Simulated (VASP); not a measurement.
# NiO (R-3m) in VASP: a series of runs, part 2 of 2

VASP 6.6.1. The steps go on from the part before.

### 4 Single point, PBE+U, collinear spin, antiferromagnetic start (9.99 Å³/atom)

This run uses another cell than the first one, of 9.99 Å³/atom.

INCAR reads:

```
PREC     = Accurate       # precision mode
ENCUT    = 520            # plane-wave cutoff, eV
EDIFF    = 1E-6           # SCF threshold, eV
ISMEAR   = 0              # smearing method
SIGMA    = 0.05           # smearing width, eV
LREAL    = False          # projectors in reciprocal space
LASPH    = True           # aspherical terms in the spheres
NELM     = 150            # most SCF steps
ALGO     = Normal         # electronic algorithm
ISIF     = 2              # what is computed and relaxed
LWAVE    = False          # write WAVECAR
LCHARG   = False          # write CHGCAR
ISPIN    = 2              # spin polarisation
MAGMOM   = 1.87 -1.87 0 0 # initial moments
LORBIT   = 11             # projections on sites
LMAXMIX  = 4              # l up to which the mixer works
LDAU     = True           # DFT+U
LDAUTYPE = 2            
LDAUL    = 2 -1           # shell
LDAUU    = 6.2 0          # U, eV
LDAUJ    = 0 0          
LDAUPRINT= 1            
GGA      = PE             # functional
NBANDS   = 28             # bands
```

KPOINTS reads:

```
Automatic mesh
0
Gamma
  10 10 5
```

POSCAR reads:

```
NiO
1.0
    0.0000000000      2.1541465790      2.1541465790
    2.1541465790      0.0000000000      2.1541465790
    4.3052651496      4.3052651496      0.0030280085
Ni O
2 2
Direct
    0.0000000000      0.0000000000      0.0000000000
    0.0000000000      0.0000000000      0.5000000000
    0.5000000045      0.5000000045      0.2499999932
    0.4999999955      0.4999999955      0.7500000068
```

Potentials or basis: VASP PAW PBE potentials, release 64 (Ni, O).

Launch:

```bash
$ cat potpaw_PBE.64/Ni/POTCAR potpaw_PBE.64/O/POTCAR > POTCAR
$ mpirun -np 1 vasp_std > vasp.out
```

OUTCAR:

```text
PREC = Accurate
   ENCUT = 520
   EDIFF = 1E-6
   ISMEAR = 0
   LREAL = False
   LASPH = True
   NELM = 150
   ISIF = 2
   ISPIN = 2
   LORBIT = 11
   GGA = PE

 ion  position               nearest neighbor table
   1  0.000  0.000  0.000-   3 2.15   3 2.15   4 2.15   4 2.15   3 2.15   4 2.15   2 3.04   2 3.04
                             2 3.04   2 3.04   2 3.04   2 3.04
   2  0.000  0.000  0.500-   3 2.15   4 2.15   3 2.15   4 2.15   4 2.15   3 2.15   1 3.04   1 3.04
                             1 3.04   1 3.04   1 3.04   1 3.04
   3  0.500  0.500  0.250-   1 2.15   1 2.15   1 2.15   2 2.15   2 2.15   2 2.15
   4  0.500  0.500  0.750-   1 2.15   1 2.15   1 2.15   2 2.15   2 2.15   2 2.15

  LATTYP: Found a trigonal (rhomboedric) cell.
 ALAT       =     5.2716155225
 COS(alpha) =     0.8330205421

  Lattice vectors:

 A1 = (   4.3052651496,   2.1511185706,  -2.1511185705)
 A2 = (   2.1511185706,   2.1511185706,  -4.3052651495)
 A3 = (   2.1511185706,   4.3052651496,  -2.1511185705)

Analysis of symmetry for initial positions (statically):
=====================================================================
 Subroutine PRICEL returns following result:

  LATTYP: Found a trigonal (rhomboedric) cell.
 ALAT       =     3.0442825585
 COS(alpha) =     0.4992965497
[... 12 lines left out ...]
 Subroutine GETGRP returns: Found 12 space group operations
 (whereof 12 operations were pure point group operations)
 out of a pool of 12 trial point group operations.

The static configuration has the point symmetry D_3d.

Analysis of symmetry for dynamics (positions and initial velocities):
=====================================================================
 Subroutine PRICEL returns following result:

  LATTYP: Found a trigonal (rhomboedric) cell.
[... 250 lines left out ...]

 number of electron      31.9999980 magnetization       0.0000000

 Free energy of the ion-electron system (eV)
  ---------------------------------------------------
  ext. energy  EPLUGINS =         0.00000000
  ---------------------------------------------------
  free energy    TOTEN  =       -20.33320996 eV

  energy without entropy =      -20.33320996  energy(sigma->0) =      -20.33320996

 E-fermi :   5.4626     XC(G=0): -12.1151

 val. band max:        5.1483756105   @ k =   0.0000   0.0000   0.4000
 cond. band min:       7.9445366233   @ k =   0.0000   0.0000   0.0000
 fundamental gap:      2.7961610128
 Fermi energy:         5.4625724132

 spin component 1

 k-point     1 :       0.0000    0.0000    0.0000
  band No.  band energies     occupation
      1     -12.3929      1.00000
      2     -11.1932      1.00000
      3      -1.1708      1.00000
      4      -0.8553      1.00000
      5      -0.8552      1.00000
      6       0.8878      1.00000
[... 1481 lines left out ...]
     27      22.5704      0.00000
     28      25.9593      0.00000

 [... further k-points ...]

------------------------ aborting loop because EDIFF is reached ----------------------------------------

  FORCE on cell =-STRESS in cart. coord.  units (eV):
  Direction    XX          YY          ZZ          XY          YZ          ZX
  --------------------------------------------------------------------------------------
  -------------------------------------------------------------------------------------
  Total       -3.3143349     -3.3143349     -3.3143349      0.0064915     -0.0064915     -0.0064915
  in kB     -132.9472402   -132.9472402   -132.9472402      0.2603936     -0.2603936     -0.2603936
  external PRESSURE =    -132.9472402 kB  Pullay stress =       0.0000000 kB

 VOLUME and BASIS-vectors are now :
 -----------------------------------------------------------------------------
  energy-cutoff  :      520.00
  volume of cell :       39.94
      direct lattice vectors                 reciprocal lattice vectors
     0.000000000  2.154146579  2.154146579    -0.232192135  0.232028828  0.232192135
     2.154146579  0.000000000  2.154146579     0.232028828 -0.232192135  0.232192135
     4.305265150  4.305265150  0.003028009     0.116177721  0.116177721 -0.116177721

 POSITION                                       TOTAL-FORCE (eV/Angst)
 -----------------------------------------------------------------------------------
      0.00000      0.00000      0.00000        -0.000000     -0.000000      0.000000
      2.15263      2.15263      0.00151        -0.000000     -0.000000      0.000000
      2.15339      2.15339      2.15490         0.000000      0.000000     -0.000000
      4.30602      4.30602      2.15642        -0.000000     -0.000000     -0.000000
 -----------------------------------------------------------------------------------
    total drift:                               -0.000000     -0.000000      0.000000

  FREE ENERGIE OF THE ION-ELECTRON SYSTEM (eV)
  ---------------------------------------------------
  free  energy   TOTEN  =       -20.3332099558 eV

  energy  without entropy=      -20.3332099558  energy(sigma->0) =      -20.33320996

 total charge

# of ion       s       p       d       tot
------------------------------------------
    1        0.317   0.357   8.169   8.843
    2        0.317   0.357   8.169   8.843
    3        1.551   3.426   0.000   4.977
    4        1.551   3.426   0.000   4.977
--------------------------------------------------
tot          3.735   7.566  16.338  27.639

 magnetization (x)

# of ion       s       p       d       tot
------------------------------------------
    1       -0.000  -0.003   1.770   1.767
    2        0.000   0.003  -1.770  -1.767
    3        0.000   0.000   0.000   0.000
    4        0.000   0.000   0.000   0.000
--------------------------------------------------
tot          0.000   0.000   0.000   0.000
```

It took 3.1 min on 1 thread of Intel Xeon 8259CL, shared host; peak memory 0.25 GiB.

Results:

```
Free energy                                           : -20.3332 eV
Pressure                                              : -13.3 GPa
Band gap on the k mesh                                : 2.80 eV
Net moment                                            : 0.00 μB per cell
Site moments                                          : Ni +1.77, -1.77; O +0.00 μB
Valence electrons inside the program's atomic spheres : Ni 8.84; O 4.98
```

Eigenvalues of the final occupation matrices:
```
    site  spin  trace               eigenvalues
site 1 d     1   4.98  0.98 0.98 0.98 1.02 1.02
site 1 d     2   3.21  0.14 0.14 0.98 0.98 0.98
site 2 d     1   3.21  0.14 0.14 0.98 0.98 0.98
site 2 d     2   4.98  0.98 0.98 0.98 1.02 1.02
```

Caveat: the cell stands under tension; an odd mesh through Γ misses points on the zone boundary, where band edges can lie.

### 5 Single point, PBE+U, collinear spin, antiferromagnetic start

This run uses another cell than the first one, of 9.60 Å³/atom.

POSCAR reads:

```
NiO
1.0
    0.0000000000      2.1261674825      2.1261674825
    2.1261674825      0.0000000000      2.1261674825
    4.2493462858      4.2493462858      0.0029886792
Ni O
2 2
Direct
    0.0000000000      0.0000000000      0.0000000000
    0.0000000000      0.0000000000      0.5000000000
    0.5000000045      0.5000000045      0.2499999932
    0.4999999955      0.4999999955      0.7500000068
```

INCAR.step1 reads:

```
PREC = Accurate
ENCUT = 520
EDIFF = 1E-6
ISMEAR = 0
SIGMA = 0.05
LREAL = False
LASPH = True
NELM = 150
ALGO = Normal
ISIF = 2
LWAVE = False
LCHARG = True
ISPIN = 2
MAGMOM = 1.85 -1.85 0 0
LMAXMIX = 4
LDAU = True
LDAUTYPE = 2
LDAUL = 2 -1
LDAUU = 2 0
LDAUJ = 0 0
LDAUPRINT = 1
GGA = PE
NBANDS = 28
```

KPOINTS.step1 reads:

```
regular mesh
0
Gamma
  10 10 5
```

INCAR.step2 reads:

```
PREC = Accurate
ENCUT = 520
EDIFF = 1E-6
ISMEAR = -5
SIGMA = 0.05
LREAL = False
LASPH = True
NELM = 150
ALGO = Normal
ISIF = 2
LWAVE = False
LCHARG = False
ISPIN = 2
MAGMOM = 1.85 -1.85 0 0
LORBIT = 10
LMAXMIX = 4
LDAU = True
LDAUTYPE = 2
LDAUL = 2 -1
LDAUU = 2 0
LDAUJ = 0 0
LDAUPRINT = 1
GGA = PE
NEDOS = 1001
ICHARG = 11
```

KPOINTS.step2 reads:

```
regular mesh
0
Gamma
  15 15 8
```

Launch:

```bash
$ cat potpaw_PBE.64/Ni/POTCAR potpaw_PBE.64/O/POTCAR > POTCAR
$ cp INCAR.step1 INCAR
$ cp KPOINTS.step1 KPOINTS
$ mpirun -np 1 vasp_std > vasp.out
$ cp INCAR.step2 INCAR
$ cp KPOINTS.step2 KPOINTS
$ mpirun -np 1 vasp_std > vasp.out
```

It took 7.3 min on 1 thread of Intel Xeon Platinum 8488C (Sapphire Rapids), shared host; peak memory 0.61 GiB.

The run converged. Its results:

```
Net moment                                            : 0.00 μB per cell
Site moments                                          : Ni +1.54, -1.54; O +0.00 μB
Valence electrons inside the program's atomic spheres : Ni 8.90; O 4.96
```

Levels at points of the mesh, in eV from the valence-band top:
Spin up:
```
           k point  band 13  band 14  band 15  band 16  band 17  band 18  band 19  band 20
(0.00, 0.00, 0.00)    -1.37    -0.70    -0.70    -0.67     2.52     2.78     2.78     6.65
(0.00, 0.00, 0.50)    -1.05    -0.89     0.00     0.00     2.48     2.48     5.19     5.33
```
Spin down:
| k point | band 13 | band 14 | band 15 | band 16 | band 17 | band 18 | band 19 | band 20 |
| --- | --- | --- | --- | --- | --- | --- | --- | --- |
| (0.00, 0.00, 0.00) | -1.37 | -0.70 | -0.70 | -0.67 | 2.52 | 2.78 | 2.78 | 6.65 |
| (0.00, 0.00, 0.50) | -1.05 | -0.89 | 0.00 | 0.00 | 2.48 | 2.48 | 5.19 | 5.33 |

Eigenvalues of the final occupation matrices:
```csv
site,spin,trace,eigenvalues
site 1 d,1,4.90,0.97 0.97 0.97 1.00 1.00
site 1 d,2,3.34,0.22 0.22 0.96 0.97 0.97
site 2 d,1,3.34,0.22 0.22 0.96 0.97 0.97
site 2 d,2,4.90,0.97 0.97 0.97 1.00 1.00
```

The state reached can hang on the start; a lower one may exist.

### 6 Single point, PBE+U, collinear spin, antiferromagnetic start

This run uses another cell than the first one, of 9.60 Å³/atom.

POSCAR is that of step 5.

INCAR.step1 reads:

```
SYSTEM = NiO
PREC = Accurate ; ENCUT = 520
EDIFF = 1E-6 ; ISMEAR = 0
SIGMA = 0.05 ; LREAL = .False.
LASPH = .True. ; NELM = 150
ALGO = Normal ; ISIF = 2
LWAVE = .False. ; LCHARG = .True.
ISPIN = 2 ; MAGMOM = 1.85 -1.85 0 0
LMAXMIX = 4 ; LDAU = .True.
LDAUTYPE = 2 ; LDAUL = 2 -1
LDAUU = 5 0 ; LDAUJ = 0 0
LDAUPRINT = 1 ; GGA = PE
NBANDS = 28
```

KPOINTS.step1 reads:

```
regular mesh
0
Gamma
  10 10 5
  0 0 0
```

INCAR.step2 reads:

```
SYSTEM = NiO
PREC = Accurate ; ENCUT = 520
EDIFF = 1E-6 ; ISMEAR = -5
SIGMA = 0.05 ; LREAL = .False.
LASPH = .True. ; NELM = 150
ALGO = Normal ; ISIF = 2
LWAVE = .False. ; LCHARG = .False.
ISPIN = 2 ; MAGMOM = 1.85 -1.85 0 0
LORBIT = 11 ; LMAXMIX = 4
LDAU = .True. ; LDAUTYPE = 2
LDAUL = 2 -1 ; LDAUU = 5 0
LDAUJ = 0 0 ; LDAUPRINT = 1
GGA = PE ; NBANDS = 28
NEDOS = 2001 ; ICHARG = 11
```

KPOINTS.step2 reads:

```
regular mesh
0
Gamma
  15 15 8
  0 0 0
```

Potentials or basis: VASP PAW PBE potentials, release 64 (Ni, O).

Launch:

```bash
$ cat potpaw_PBE.64/Ni/POTCAR potpaw_PBE.64/O/POTCAR > POTCAR
$ cp INCAR.step1 INCAR
$ cp KPOINTS.step1 KPOINTS
$ mpirun -np 1 vasp_std > vasp.out
$ cp INCAR.step2 INCAR
$ cp KPOINTS.step2 KPOINTS
$ mpirun -np 1 vasp_std > vasp.out
```

Run time: 9 min. Hardware: 1 thread of Intel Xeon Platinum 8488C (Sapphire Rapids), shared host; peak memory 0.75 GiB.

Results (log left out):

```yaml
Net_moment: 0.00 μB per cell
Site_moments: Ni +1.70, -1.70; O +0.00 μB
Valence_electrons_inside_the_program's_atomic_spheres: Ni 8.90; O 4.99
```

Levels at points of the mesh, in eV from the valence-band top:
Spin up:
```csv
k point,band 12,band 13,band 14,band 15,band 16,band 17,band 18,band 19,band 20,band 21
"(0.00, 0.00, 0.00)",-0.83,-0.83,-0.82,-0.75,-0.75,2.93,3.81,3.81,7.04,11.22
"(0.00, 0.00, 0.50)",-1.67,-1.36,-1.36,0.00,0.00,3.64,3.64,5.63,5.75,13.02
```
Spin down:
```
           k point  band 12  band 13  band 14  band 15  band 16  band 17  band 18  band 19  band 20  band 21
(0.00, 0.00, 0.00)    -0.83    -0.83    -0.82    -0.75    -0.75     2.93     3.81     3.81     7.04    11.22
(0.00, 0.00, 0.50)    -1.67    -1.36    -1.36     0.00     0.00     3.64     3.64     5.63     5.75    13.02
```

Eigenvalues of the final occupation matrices:
```
    site  spin  trace               eigenvalues
site 1 d     1   4.97  0.98 0.98 0.98 1.02 1.02
site 1 d     2   3.25  0.16 0.16 0.98 0.98 0.98
site 2 d     1   3.25  0.16 0.16 0.98 0.98 0.98
site 2 d     2   4.97  0.98 0.98 0.98 1.02 1.02
```

### 7 Overview

```tsv
U	cell	k mesh for the DOS	occupations for the DOS	gap on the mesh (eV)	pressure (GPa)	moment (μB)
Ni d U = 6.2 eV	a = 3.019, b = 3.019, c = 6.033 Å, angles 60.0°, 4 atoms	-	-	2.99	-9.7	0.00
Ni d U = 6.2 eV	a = 3.027, b = 3.027, c = 6.049 Å, angles 60.0°, 4 atoms	-	-	2.93	-10.8	0.00
Ni d U = 6.2 eV	a = 3.046, b = 3.046, c = 6.089 Å, angles 60.0°, 4 atoms	-	-	2.80	-13.3	0.00
Ni d U = 2.0 eV	a = 3.007, b = 3.007, c = 6.009 Å, angles 60.0°, 4 atoms	15 × 15 × 8	tetrahedron	-	-	0.00
Ni d U = 5.0 eV	a = 3.007, b = 3.007, c = 6.009 Å, angles 60.0°, 4 atoms	15 × 15 × 8	tetrahedron	-	-	0.00
```

Alike in all rows: task single point; level PBE+U; potentials or basis VASP PAW PBE potentials, release 64 (Ni, O); spin collinear, antiferromagnetic start; k mesh 10 × 10 × 5; cutoff (eV) 520; smearing gaussian 0.05 eV.

Caveats: the cell stands under tension (at least some runs); an odd mesh through Γ misses points on the zone boundary, where band edges can lie (at least some runs).

Absolute energies hang on the potentials; compare differences alone.
